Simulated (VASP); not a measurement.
Sb:

```
CELL_PARAMETERS angstrom
3.37675 0.00000 0.00000
-1.68837 2.92435 0.00000
0.00000 0.00000 5.50639
ATOMIC_POSITIONS crystal
Sb 0.66667 0.33333 0.75000
Sb 0.33333 0.66667 0.25000
```

This isn't the form of Sb at room conditions, which is rhombohedral.

Base run:

* Program: VASP 6.6.1
* Functional: LDA
* Potentials or basis: VASP PAW LDA potentials, release 64 (Sb)
* Cutoff: 520 eV
* k mesh: 9 × 9 × 5
* Occupations: fermi-dirac, width 0.05 eV
* Spin: no spin polarisation

Its results: band gap on the k mesh zero (bands 5 and 6 overlap by 6.65 eV); pressure -3.8 GPa.

Question: The run is repeated on the same cell with these changes: functional from LDA to r2SCAN; potentials or basis from VASP PAW LDA potentials, release 64 (Sb) to VASP PAW PBE potentials, release 64 (Sb). What comes out?

Answer: Band gap on the k mesh zero (bands 5 and 6 overlap by 7.12 eV); pressure -0.6 GPa.

Caveats: spin-orbit coupling is left out, which moves the levels of the heavy elements; the cell stands under tension (at least some runs); the PAW data sets were made with another functional, which shifts forces and pressure a little (at least some runs).
